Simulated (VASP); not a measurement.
A run of VASP 6.6.1 is set up as follows.

Contents of POSCAR:

```
Sc2Al
1.0
    4.8926114005      0.0000000000      0.0000000000
   -2.4463057002      4.2371257637      0.0000000000
    0.0000000000      0.0000000000      6.1614205700
Sc Al
4 2
Direct
    0.0000000000      0.0000000000      0.0000000000
    0.0000000000      0.0000000000      0.5000000000
    0.3333333333      0.6666666667      0.7500000000
    0.6666666667      0.3333333333      0.2500000000
    0.3333333333      0.6666666667      0.2500000000
    0.6666666667      0.3333333333      0.7500000000
```

Contents of INCAR.step1:

```
PREC = Accurate
ENCUT = 520
ISMEAR = 0
SIGMA = 0.1
LREAL = False
LASPH = True
NELM = 80
NBANDS = 34
GGA = PE
ALGO = Normal
EDIFF = 1E-4
LWAVE = True
LCHARG = False
```

Contents of INCAR.step2:

```
PREC = Accurate
ENCUT = 520
EDIFF = 1E-6
ISMEAR = 0
SIGMA = 0.1
LREAL = False
LASPH = True
NELM = 80
ALGO = Normal
ISIF = 2
LWAVE = False
LCHARG = True
METAGGA = R2SCAN
LMIXTAU = True
LELF = True
LVHAR = True
NBANDS = 34
ISTART = 1
```

KPOINTS

```
Automatic mesh
0
Gamma
  6 6 4
```

Potentials or basis: VASP PAW PBE potentials, release 64 (Sc_sv, Al).

Command:

```console
$ cat potpaw_PBE.64/Sc_sv/POTCAR potpaw_PBE.64/Al/POTCAR > POTCAR
$ cp INCAR.step1 INCAR
$ mpirun -np 1 vasp_std > vasp.out
$ cp INCAR.step2 INCAR
$ mpirun -np 1 vasp_std > vasp.out
```

Estimate the pressure.

0.0 GPa.

Estimate the band gap on the k mesh.

zero (band 25 reaches 5.29 eV, above the bottom of band 26 at 4.57 eV).

Stress tensor (GPa, compression positive):
```
 0.10  0.00  0.00
 0.00  0.10  0.00
 0.00  0.00 -0.09
```

Caveat: the PAW data sets were made with another functional, which shifts forces and pressure a little.
